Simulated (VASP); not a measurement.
# In2S (P-6m2) in VASP: further runs, part 2 of 2

VASP 6.6.1. The steps go on from the part before.

### Step 5. Relaxation of cell and atoms, PBE

This run uses another cell than the first one, of 36.78 Å³/atom.

File INCAR:

```
SYSTEM = In2S
  PREC = Accurate
  ENCUT = 600
  EDIFF = 1E-7
  ISMEAR = 0
  SIGMA = 0.02
  LREAL = .False.
  LASPH = .True.
  NELM = 60
  ALGO = Normal
  ISIF = 3
  LWAVE = .False.
  LCHARG = .False.
  GGA = PE
  IBRION = 2
  NSW = 100
  EDIFFG = -0.01
```

File KPOINTS:

```
Automatic mesh
0
Gamma
  12 12 4
  0 0 0
```

File POSCAR:

```
In2S
1.0
    3.8095067260      0.0000000000      0.0000000000
   -1.9047533630      3.2991296006      0.0000000000
    0.0000000000      0.0000000000      8.7798757418
In S
2 1
Direct
    0.3333333333      0.6666666667      0.7924012531
    0.3333333333      0.6666666667      0.2075987469
    0.0000000000      0.0000000000      0.0000000000
```

Potentials or basis: VASP PAW PBE potentials, release 64 (In_d, S).

Command:

```sh
> cat potpaw_PBE.64/In_d/POTCAR potpaw_PBE.64/S/POTCAR > POTCAR
> mpirun -np 1 vasp_std > vasp.out
```

OUTCAR:

```text
SYSTEM = In2S
   PREC = Accurate
   ENCUT = 600
   EDIFF = 1E-7
   ISMEAR = 0
   LREAL = .False.
   LASPH = .True.
   NELM = 60
   ISIF = 3
   GGA = PE
   IBRION = 2
   NSW = 100
   EDIFFG = -0.01

 ion  position               nearest neighbor table
   1  0.333  0.667  0.792-   3 2.86   3 2.86   3 2.86   2 3.65
   2  0.333  0.667  0.208-   3 2.86   3 2.86   3 2.86   1 3.65
   3  0.000  0.000  0.000-   1 2.86   2 2.86   1 2.86   2 2.86   1 2.86   2 2.86

  LATTYP: Found a hexagonal cell.
 ALAT       =     3.8095067260
 C/A-ratio  =     2.3047277176

  Lattice vectors:

 A1 = (   3.8095067260,   0.0000000000,   0.0000000000)
 A2 = (  -1.9047533630,   3.2991296006,   0.0000000000)
 A3 = (   0.0000000000,   0.0000000000,   8.7798757418)

Analysis of symmetry for initial positions (statically):
=====================================================================
 Subroutine PRICEL returns:
 Original cell was already a primitive cell.

 Routine SETGRP: Setting up the symmetry group for a
 hexagonal supercell.

[... 177 lines left out ...]
  Total       -0.0137450     -0.0137450     -0.0537155      0.0000000     -0.0000000      0.0000000
  in kB       -0.1995715     -0.1995715     -0.7799270      0.0000000     -0.0000000      0.0000000
  external PRESSURE =      -0.3930234 kB  Pullay stress =       0.0000000 kB
[... 92 lines left out ...]
  FREE ENERGIE OF THE ION-ELECTRON SYSTEM (eV)
  ---------------------------------------------------
  free  energy   TOTEN  =        -9.9736887485 eV

  energy  without entropy=       -9.9736887485  energy(sigma->0) =       -9.97368875

[... ionic steps 4 to 25 ...]

--------------------------------------- Ionic step       26  -------------------------------------------

 number of electron      31.9999998 magnetization

------------------------ aborting loop because EDIFF is reached ----------------------------------------
[... 69 lines left out ...]
--------------------------------------- Ionic step       28  -------------------------------------------

 number of electron      31.9999997 magnetization

 Free energy of the ion-electron system (eV)
  ---------------------------------------------------
  ext. energy  EPLUGINS =         0.00000000
  ---------------------------------------------------
  free energy    TOTEN  =        -9.97969810 eV

  energy without entropy =       -9.97969810  energy(sigma->0) =       -9.97969810

 E-fermi :   3.7459     XC(G=0):  -8.2120

 val. band max:        3.6455146333   @ k =   0.3333   0.3333   0.5000
 cond. band min:       3.8554693688   @ k =   0.5000  -0.0000   0.0000
 fundamental gap:      0.2099547355
 Fermi energy:         3.7458809043

 k-point     1 :       0.0000    0.0000    0.0000
  band No.  band energies     occupation
      1     -10.6990      2.00000
      2     -10.6937      2.00000
      3     -10.6937      2.00000
      4     -10.6829      2.00000
      5     -10.6829      2.00000
      6     -10.6116      2.00000
[... 541 lines left out ...]
     19       7.3587      0.00000
     20       8.0837      0.00000

 [... further k-points ...]
[... 5 lines left out ...]
  --------------------------------------------------------------------------------------
  -------------------------------------------------------------------------------------
  Total        0.0094673      0.0094673      0.0023637     -0.0000000      0.0000000      0.0000000
  in kB        0.1485997      0.1485997      0.0371009     -0.0000000      0.0000000      0.0000000
  external PRESSURE =       0.1114334 kB  Pullay stress =       0.0000000 kB
[... 18 lines left out ...]
  FREE ENERGIE OF THE ION-ELECTRON SYSTEM (eV)
  ---------------------------------------------------
  free  energy   TOTEN  =        -9.9796980977 eV

  energy  without entropy=       -9.9796980977  energy(sigma->0) =       -9.97969810

 reached required accuracy - stopping structural energy minimisation
```

OSZICAR:

```text
N       E                     dE             d eps       ncg     rms          rms(c)
DAV:   1     0.266481347316E+03    0.26648E+03   -0.16300E+04  2280   0.193E+03
[... 316 lines left out ...]
DAV:   1    -0.998013894909E+01   -0.46930E-03   -0.13460E-02  2660   0.190E+00    0.131E-01
DAV:   2    -0.997976498713E+01    0.37396E-03   -0.10898E-03  2648   0.550E-01    0.475E-02
DAV:   3    -0.997970729069E+01    0.57696E-04   -0.24759E-04  3140   0.247E-01    0.193E-02
DAV:   4    -0.997970288676E+01    0.44039E-05   -0.13153E-05  2880   0.294E-02    0.121E-02
DAV:   5    -0.997970029367E+01    0.25931E-05   -0.16110E-06  3004   0.181E-02    0.743E-03
DAV:   6    -0.997969827896E+01    0.20147E-05   -0.58942E-07  2388   0.882E-03    0.174E-03
DAV:   7    -0.997969806713E+01    0.21183E-06   -0.16674E-07  1620   0.468E-03    0.757E-04
DAV:   8    -0.997969809770E+01   -0.30564E-07   -0.23614E-08  1148   0.191E-03
  28 F= -.99796981E+01 E0= -.99796981E+01  d E =-.285417E-04
```

It took 32 min on 1 thread of Intel Xeon Platinum 8559C (Emerald Rapids), shared host; peak memory 0.35 GiB.

What came out:

| Quantity | Value |
| --- | --- |
| Free energy | -9.9797 eV |
| Relaxed volume | 34.02 Å³/atom |
| Relaxed cell | a = 3.809 Å, b = 3.809 Å, c = 8.123 Å, α = 90.00°, β = 90.00°, γ = 120.00° |
| Space group after relaxing (to 0.1 Å) | P-6m2 (No. 187) |
| Energy gained by relaxing | 2.0 meV/atom |
| Ionic steps | 28 |
| Pressure after relaxing | 0.0 GPa |
| Largest force after relaxing | 0.008 eV/Å |
| Band gap on the k mesh | 0.21 eV (least direct gap 0.24 eV) |

Forces on the atoms (eV/Å):
```
In   0.000  0.000 -0.008
In   0.000  0.000  0.008
S    0.000  0.000  0.000
```

The path:
```
step  energy change (eV)  largest force (eV/Å)  pressure (GPa)  volume (Å³)
   1              0.0000                0.0098           -0.04       110.35
   2              0.0000                0.0186           -0.01       110.20
   3             -0.0001                0.0326            0.03       109.98
   4             -0.0001                0.0326            0.03       109.94
   5             -0.0002                0.0328            0.04       109.82
   6             -0.0003                0.0330            0.04       109.60
   7             -0.0006                0.0341            0.06       109.14
   8             -0.0012                0.0379            0.08       108.23
   9             -0.0022                0.0463            0.15       106.42
  10             -0.0035                0.0702            0.31       102.82
  11              0.0026                0.1397            0.84        95.75
  12             -0.0025                0.1141            0.48       101.79
  13             -0.0026                0.1134            0.47       101.76
  14             -0.0027                0.1110            0.47       101.67
  15             -0.0029                0.1061            0.46       101.49
  16             -0.0032                0.0966            0.44       101.13
  17             -0.0038                0.0778            0.42       100.41
  18             -0.0040                0.0414            0.37        98.96
  19             -0.0041                0.0496            0.37        99.27
  20             -0.0044                0.0440            0.34        99.47
  21             -0.0050                0.0275            0.25       100.09
  22             -0.0057                0.0041            0.07       101.34
  23             -0.0058                0.0132            0.02       101.69
  24             -0.0059                0.0092            0.03       101.73
  25             -0.0060                0.0023            0.03       101.84
  26             -0.0060                0.0251            0.05       102.05
  27             -0.0060                0.0150            0.04       101.96
  28             -0.0061                0.0081            0.01       102.07
```

Final structure:
```
CELL_PARAMETERS angstrom
3.80920 0.00000 0.00000
-1.90460 3.29887 0.00000
0.00000 0.00000 8.12305
ATOMIC_POSITIONS crystal
In 0.33333 0.66667 0.77568
In 0.33333 0.66667 0.22432
S 0.00000 0.00000 0.00000
```

Caveat: spin-orbit coupling is left out, which moves the levels of the heavy elements.

### Step 6. Summary

```tsv
task	level	cell	k mesh	cutoff (eV)	smearing	gap on the mesh (eV)	pressure (GPa)	largest force (eV/Å)
single point	PBE	a = 3.811, b = 3.811, c = 8.081 Å, angles 90.0, 90.0, 120.0°, 3 atoms, atomic positions A	12 × 12 × 4	520	gaussian 0.02 eV	0.18	0.0	0.01
single point	PBE	a = 3.811, b = 3.811, c = 8.081 Å, angles 90.0, 90.0, 120.0°, 3 atoms, atomic positions A	12 × 12 × 6	520	gaussian 0.01 eV	0.18	0.0	0.01
single point	PBEsol	a = 3.811, b = 3.811, c = 8.081 Å, angles 90.0, 90.0, 120.0°, 3 atoms, atomic positions A	12 × 12 × 6	520	gaussian 0.01 eV	0.13	-1.9	0.21
relaxation of cell and atoms	PBE	relaxed from a = 3.810, b = 3.810, c = 8.780 Å, angles 90.0, 90.0, 120.0°, 3 atoms, atomic positions B	12 × 12 × 4	600	gaussian 0.02 eV	0.21	0.0	0.01
```

Alike in all rows: potentials or basis VASP PAW PBE potentials, release 64 (In_d, S); no spin polarisation.

On the cell as given the gap runs from 0.13 eV (PBEsol) to 0.18 eV (PBE); the meshes differ, which moves gaps too. The pressure there spans -1.9 GPa (PBEsol) to 0.0 GPa (PBE); a positive pressure means that this level wants a larger cell, a negative one a smaller.

Caveats: spin-orbit coupling is left out, which moves the levels of the heavy elements; the PAW data sets were made with another functional, which shifts forces and pressure a little (at least some runs).

Total energies depend on the potentials used, so only differences within one code and one set of settings carry meaning.
